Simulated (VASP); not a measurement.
Input of a VASP 6.6.1 run:

The input POSCAR:

```
BaZrO3
1.0
    4.1913400000      0.0000000000      0.0000000000
    0.0000000000      4.1913400000      0.0000000000
    0.0000000000      0.0000000000      4.1913400000
Ba Zr O
1 1 3
Direct
    0.0000000000      0.0000000000      0.0000000000
    0.5000000000      0.5000000000      0.5000000000
    0.5000000000      0.5000000000      0.0000000000
    0.5000000000      0.0000000000      0.5000000000
    0.0000000000      0.5000000000      0.5000000000
```

File INCAR.step1:

```
PREC     = Accurate       # precision mode
ENCUT    = 520            # plane-wave cutoff, eV
ISMEAR   = -1             # smearing method
SIGMA    = 0.05           # smearing width, eV
LREAL    = F              # projectors in reciprocal space
LASPH    = T              # aspherical terms in the spheres
NELM     = 150            # most SCF steps
LNONCOLLINEAR= T              # non-collinear magnetism
MAGMOM   = 0 0 0 0 0 0 0 0 0 0 0 0 0 0 0 # initial moments
LSORBIT  = T              # spin-orbit coupling
GGA_COMPAT= F            
LMAXMIX  = 4              # l up to which the mixer works
NBANDS   = 55             # bands
GGA      = PE             # functional
ALGO     = Normal         # electronic algorithm
EDIFF    = 1E-4           # SCF threshold, eV
LWAVE    = T              # write WAVECAR
LCHARG   = F              # write CHGCAR
```

Contents of INCAR.step2:

```
PREC     = Accurate       # precision mode
ENCUT    = 520            # plane-wave cutoff, eV
EDIFF    = 1E-6           # SCF threshold, eV
ISMEAR   = -1             # smearing method
SIGMA    = 0.05           # smearing width, eV
LREAL    = F              # projectors in reciprocal space
LASPH    = T              # aspherical terms in the spheres
NELM     = 150            # most SCF steps
ALGO     = Normal         # electronic algorithm
ISIF     = 2              # what is computed and relaxed
LWAVE    = F              # write WAVECAR
LCHARG   = F              # write CHGCAR
LNONCOLLINEAR= T              # non-collinear magnetism
MAGMOM   = 0 0 0 0 0 0 0 0 0 0 0 0 0 0 0 # initial moments
LORBIT   = 11             # projections on sites
LSORBIT  = T              # spin-orbit coupling
GGA_COMPAT= F            
LORBMOM  = T            
LMAXMIX  = 4              # l up to which the mixer works
METAGGA  = R2SCAN         # meta-GGA
LMIXTAU  = T            
NBANDS   = 55             # bands
ISTART   = 1
```

KPOINTS

```
regular mesh
0
Gamma
  5 5 5
```

Potentials or basis: VASP PAW PBE potentials, release 64 (Ba_sv, Zr_sv, O).

Run with:

```bash
$ cat potpaw_PBE.64/Ba_sv/POTCAR potpaw_PBE.64/Zr_sv/POTCAR potpaw_PBE.64/O/POTCAR > POTCAR
$ cp INCAR.step1 INCAR
$ mpirun -np 1 vasp_ncl > vasp.out
$ cp INCAR.step2 INCAR
$ mpirun -np 1 vasp_ncl > vasp.out
```

(1) Estimate the net moment.

(2) Estimate the pressure.

Answers

(1) 0.00 μB per cell.

(2) 2.7 GPa.

Caveat: the PAW data sets were made with another functional, which shifts forces and pressure a little.
